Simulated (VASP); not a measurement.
Write the native input for VASP 6.6.1 that does the following.

```yaml
Task: single point
Functional: PBE
Potentials_or_basis: VASP PAW PBE potentials, release 64 (Hf_pv, Si, O)
Cutoff: 600 eV
k_mesh: 6 × 6 × 4
Occupations: gaussian, width 0.02 eV
Spin: no spin polarisation
Dipole_correction: no
Further_INCAR_settings: ALGO = Normal; EDIFF = 1e-06; NBANDS = 50
```

The structure of HfSiO4 lies in POSCAR:

```
HfSiO4
1.0
    5.8419467471      0.0000000000      0.0000000000
   -2.9209733735      5.0592742905      0.0000000000
    0.0000000000      0.0000000000      9.5182762480
Hf Si O
2 2 8
Direct
    0.3333333333      0.6666666667      0.4379461519
    0.6666666667      0.3333333333      0.9379461519
    0.3333333333      0.6666666667      0.0624189510
    0.6666666667      0.3333333333      0.5624189510
    0.3333333333      0.6666666667      0.2339164863
    0.6666666667      0.3333333333      0.7339164863
    0.4854385358      0.9708770716      0.0052394703
    0.5145614642      0.4854385358      0.5052394703
    0.0291229284      0.5145614642      0.0052394703
    0.5145614642      0.0291229284      0.5052394703
    0.4854385358      0.5145614642      0.0052394703
    0.9708770716      0.4854385358      0.5052394703
```

One way to write it, as run:

INCAR

```
ALGO = Normal
EDIFF = 1E-6
ENCUT = 600
GGA = PE
GGA_COMPAT = False
ISIF = 2
ISMEAR = 0
LASPH = True
LCHARG = False
LREAL = False
LWAVE = False
NBANDS = 50
NELM = 120
PREC = Accurate
SIGMA = 0.02
```

KPOINTS

```
k-points
0
Gamma
  6 6 4
```

Potentials or basis: VASP PAW PBE potentials, release 64 (Hf_pv, Si, O).

The run is started by

```console
$ cat potpaw_PBE.64/Hf_pv/POTCAR potpaw_PBE.64/Si/POTCAR potpaw_PBE.64/O/POTCAR > POTCAR
$ mpirun -np 1 vasp_std > vasp.out
```

It gave:

The pressure is -0.6 GPa and the largest force is 0.195 eV/Å. The band gap on the k mesh is 4.78 eV.

Caveat: spin-orbit coupling is left out, which moves the levels of the heavy elements.

It took 12 min on 1 thread of AMD EPYC 7571, with other jobs on the host, peak memory 0.6 GiB.
